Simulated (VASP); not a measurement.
Runs of VASP 6.6.1 on Ta. The structure is that of space group P6_3/mmc (No. 194), or close to it. The cells are those of the table. This isn't the form of Ta at room conditions, which is bcc.

```tsv
cell	gap on the mesh (eV)	pressure (GPa)
a = 2.828, b = 2.828, c = 5.435 Å, angles 90.0, 90.0, 120.0°, 2 atoms	none	-5.0
a = 2.900, b = 2.900, c = 5.166 Å, angles 90.0, 90.0, 120.0°, 2 atoms	none	(b)
a = 2.973, b = 2.973, c = 4.917 Å, angles 90.0, 90.0, 120.0°, 2 atoms	none	-7.4
a = 3.045, b = 3.045, c = 4.686 Å, angles 90.0, 90.0, 120.0°, 2 atoms	none	(a)
a = 2.755, b = 2.755, c = 5.724 Å, angles 90.0, 90.0, 120.0°, 2 atoms	none	-1.5
```

Alike in all rows: task single point; level PBEsol; potentials or basis VASP PAW PBE potentials, release 64 (Ta_pv); no spin polarisation; k mesh 14 × 14 × 7; cutoff (eV) 520; smearing methfessel-paxton 0.15 eV.

Task: Estimate the missing entries.

Result: (a) -7.1; (b) -6.9.

Caveats: the PAW data sets were made with another functional, which shifts forces and pressure a little; spin-orbit coupling is left out, which moves the levels of the heavy elements; the cell stands under tension (at least some runs).

A k mesh can miss the band edges, and the runs leave out spin-orbit coupling on Ta.

A gap of «none» marks levels without a gap at the run's occupations.
